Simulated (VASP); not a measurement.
Write the native input for VASP 6.6.1 that does the following.

```yaml
Task: single point
Functional: LDA
Potentials_or_basis: VASP PAW LDA potentials, release 64 (Ir, Rh_pv)
Cutoff: 520 eV
k_mesh: 18 × 18 × 8
Occupations: gaussian, width 0.1 eV
Spin: no spin polarisation
Dipole_correction: no
Further_INCAR_settings: ALGO = Fast; EDIFF = 1e-06; NBANDS = 26
```

The structure of IrRh2 lies in POSCAR:

```
IrRh2
1.0
    2.7172591596      0.0000000000      0.0000000000
   -1.3586295798      2.3532154609      0.0000000000
    0.0000000000      0.0000000000      6.6579414609
Ir Rh
1 2
Direct
    0.0000000000      0.0000000000      0.5000000000
    0.6666666667      0.3333333333      0.8323306966
    0.3333333333      0.6666666667      0.1676693034
```

One way to write it, as run:

INCAR

```
SYSTEM = IrRh2
ALGO     = Fast           ! electronic algorithm
EDIFF    = 1E-6           ! SCF threshold, eV
ENCUT    = 520            ! plane-wave cutoff, eV
GGA      = CA             ! functional
ISIF     = 2              ! what is computed and relaxed
ISMEAR   = 0              ! smearing method
LASPH    = .TRUE.         ! aspherical terms in the spheres
LCHARG   = .FALSE.        ! write CHGCAR
LREAL    = .FALSE.        ! projectors in reciprocal space
LWAVE    = .FALSE.        ! write WAVECAR
NBANDS   = 26             ! bands
NELM     = 60             ! most SCF steps
PREC     = Accurate       ! precision mode
SIGMA    = 0.1            ! smearing width, eV
```

KPOINTS

```
k-points
0
G
  18 18 8
  0 0 0
```

Potentials or basis: VASP PAW LDA potentials, release 64 (Ir, Rh_pv).

Command:

```console
$ cat potpaw_LDA.64/Ir/POTCAR potpaw_LDA.64/Rh_pv/POTCAR > POTCAR
$ mpirun -np 1 vasp_std > vasp.out
```

Results of the run:

| Quantity | Value |
| --- | --- |
| Pressure | -15.3 GPa |

Run time: 5.5 min on 1 thread of Intel(R) Xeon(R) Platinum 8259CL CPU @ 2.50GHz (Skylake/Cascade Lake) (shared host), peak memory 0.35 GiB.
